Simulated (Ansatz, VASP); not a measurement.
**One calculation of AlN, two programs**

Contents of INCAR:

```
SYSTEM = AlN
PREC = Accurate ; ENCUT = 520
EDIFF = 1E-7 ; ISMEAR = 0
SIGMA = 0.05 ; LREAL = .FALSE.
LASPH = .TRUE. ; NELM = 100
ALGO = Normal ; ISIF = 2
LWAVE = .FALSE. ; LCHARG = .FALSE.
GGA = CA ; NBANDS = 26
```

Contents of KPOINTS:

```
regular mesh
0
G
  8 6 4
  0 0 0
```

POSCAR

```
AlN
1.0
   -1.6378403119      2.8368226349      0.0000000000
    0.0000000000      0.0000000000      4.1006264518
    4.9135209358      2.8368226349      0.0000000000
Al N
4 4
Direct
    0.6689873537      0.7500000000      0.1725228135
    1.0000000000      0.7500000000      0.6666666667
    0.0000000000      0.2500000000      0.3333333333
    0.5000000000      0.2500000000      0.8333333333
    0.5000000000      0.2500000000      0.1666666667
    1.0000000000      0.2500000000      0.6666666667
    0.0000000000      0.7500000000      0.3333333333
    0.5000000000      0.7500000000      0.8333333333
```

Input for Ansatz:

```yaml
crystal:
  lattice:
    - [-1.6378403119, 2.8368226349, 0.0]
    - [0.0, 0.0, 4.1006264518]
    - [4.9135209358, 2.8368226349, 0.0]
  atoms:
    - { symbol: Al, position: [0.6689873537, 0.75, 0.1725228135] }
    - { symbol: Al, position: [1.0, 0.75, 0.6666666667] }
    - { symbol: Al, position: [0.0, 0.25, 0.3333333333] }
    - { symbol: Al, position: [0.5, 0.25, 0.8333333333] }
    - { symbol: "N", position: [0.5, 0.25, 0.1666666667] }
    - { symbol: "N", position: [1.0, 0.25, 0.6666666667] }
    - { symbol: "N", position: [0.0, 0.75, 0.3333333333] }
    - { symbol: "N", position: [0.5, 0.75, 0.8333333333] }
basis:
  ecutwfc: 420
kpoints:
  mp_grid: { grid: [8, 6, 4] }
hamiltonian:
  xc: lda
  pseudopotentials: { kind: paw, azcp: { folder: soft_1 } }
scf:
  occupations: { method: gaussian, width: 0.05 }
output:
  forces: true
  stress: true
  eigenvalues: true
  write_density: true
  write_potential: true
  elf: true
  volumetric_format: npy
```

Alike in both runs: task single point; functional LDA; k mesh 8 × 6 × 4; occupations gaussian, width 0.05 eV; no spin polarisation.

|  | VASP | Ansatz |
| --- | --- | --- |
| version | VASP 6.6.1 | Ansatz 0.2.0 |
| potentials or method | VASP PAW LDA potentials, release 64 (Al, N), cutoff 520 eV | scalar-relativistic, plane waves, PAW |
| valence electrons in the cell | 32 | 32 |

|  | VASP | Ansatz | Ansatz less VASP |
| --- | --- | --- | --- |
| gap on the k mesh at the Fermi level (eV) | 3.25 | 3.25 | -0.004 |
| least direct gap on the mesh (eV) | 3.25 | 3.25 | -0.004 |
| pressure (GPa) | 18.5 | 17.6 | -0.88 |
| traceless stress, the component that is largest in VASP (GPa) | 36.50 | 35.92 | -0.584 |
| rms of the force components (eV/Å) | 6.326 | 6.253 | -0.0728 |

Ansatz warns that its potentials were made for another functional, while VASP's fit it. LDA's correlation is that of Perdew and Zunger in VASP and of Perdew and Wang (1992) in Ansatz. Atom by atom the forces differ by 0.074 eV/Å (rms over components).
